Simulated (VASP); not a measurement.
**SnSe: single point with LDA**

Crystal: SnSe.

```
Sn Se
1.0
     0.00000    3.13040    3.01000
     2.88960    0.00000    3.01000
     2.88960    3.13040    0.00000
Sn Se
1 1
Cartesian
  0.0000 0.0000 0.0000
  2.8896 3.1304 3.0100
```

This cell differs from its parent crystal: strain -0.0400 x Voigt [1, -1, 0, 0, 0, 0].

- Program: VASP 6.6.1
- Task: single point
- Functional: LDA
- Potentials or basis: VASP PAW LDA potentials, release 64 (Sn_d, Se)
- Cutoff: 520 eV
- k mesh: 8 × 8 × 8
- Occupations: gaussian, width 0.05 eV
- Spin: no spin polarisation

| Item | Value |
| --- | --- |
| Pressure | -2.5 GPa |
| Band gap on the k mesh | 0.56 eV, indirect (least direct gap 0.62 eV) |

Stress tensor (GPa, compression positive):
```
 2.29  0.00  0.00
 0.00 -6.63  0.00
 0.00  0.00 -3.26
```

Levels at points of the mesh, in eV from the valence-band top:
```csv
k point,band 6,band 7,band 8,band 9,band 10,band 11,band 12,band 13,band 14,band 15
"(0.00, 0.00, 0.00)",-13.88,-5.12,-2.57,-2.13,-1.80,3.39,4.22,5.28,5.62,5.91
"(0.50, 0.00, 0.00)",-12.94,-8.12,-1.97,-1.84,-0.11,0.65,1.06,1.43,8.16,9.83
"(0.50, 0.50, 0.00)",-12.65,-6.07,-5.48,-4.06,-3.16,3.04,4.36,5.92,6.30,9.96
"(0.50, 0.00, 0.50)",-12.82,-5.89,-5.39,-3.77,-3.30,3.14,5.00,5.40,6.05,10.38
"(0.00, 0.50, 0.50)",-12.52,-6.21,-5.56,-3.92,-3.50,2.88,4.66,5.56,6.47,10.36
```

Wall time 76 s on 1 thread of Intel Xeon 6975P-C (shared host), peak memory 0.22 GiB.

Caveat: the cell differs from its parent crystal (strain -0.0400 x Voigt [1, -1, 0, 0, 0, 0]); spin-orbit coupling is left out, which moves the levels of the heavy elements. A k mesh can miss the band edges.
